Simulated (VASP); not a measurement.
Here is a VASP 6.6.1 calculation.

File INCAR:

```
SYSTEM = SbS5
PREC     = Accurate       ! precision mode
ENCUT    = 520            ! plane-wave cutoff, eV
EDIFF    = 1E-6           ! SCF threshold, eV
ISMEAR   = 0              ! smearing method
SIGMA    = 0.1            ! smearing width, eV
LREAL    = .False.        ! projectors in reciprocal space
LASPH    = .True.         ! aspherical terms in the spheres
NELM     = 80             ! most SCF steps
ALGO     = Normal         ! electronic algorithm
ISIF     = 2              ! what is computed and relaxed
LWAVE    = .False.        ! write WAVECAR
LCHARG   = .False.        ! write CHGCAR
GGA      = PE             ! functional
NBANDS   = 26             ! bands
```

Contents of KPOINTS:

```
regular mesh
0
Gamma
  8 8 8
  0 0 0
```

POSCAR

```
SbS5
1.0
    0.0000000000      3.7881877685      3.7881877685
    3.7881877685      0.0000000000      3.7881877685
    3.7881877685      3.7881877685      0.0000000000
Sb S
1 5
Direct
    0.0000000000      0.0000000000      0.0000000000
    0.7500000000      0.7500000000      0.7500000000
    0.3823798797      0.3823798797      0.8528603609
    0.3823798797      0.8528603609      0.3823798797
    0.3823798797      0.3823798797      0.3823798797
    0.8528603609      0.3823798797      0.3823798797
```

Potentials or basis: VASP PAW PBE potentials, release 64 (Sb, S).

The run is started by

```sh
$ cat potpaw_PBE.64/Sb/POTCAR potpaw_PBE.64/S/POTCAR > POTCAR
$ mpirun -np 1 vasp_std > vasp.out
```

Predict the pressure.

-0.3 GPa.

Predict the band gap on the k mesh.

zero (an odd number of electrons rules out a gap without spin polarisation).

Estimate the largest force.

0.026 eV/Å.

Forces in eV/Å, atoms in the order of the input:
```
Sb   0.000  0.000  0.000
S    0.000  0.000  0.000
S   -0.015 -0.015  0.015
S   -0.015  0.015 -0.015
S    0.015  0.015  0.015
S    0.015 -0.015 -0.015
```

Caveat: spin-orbit coupling is left out, which moves the levels of the heavy elements.
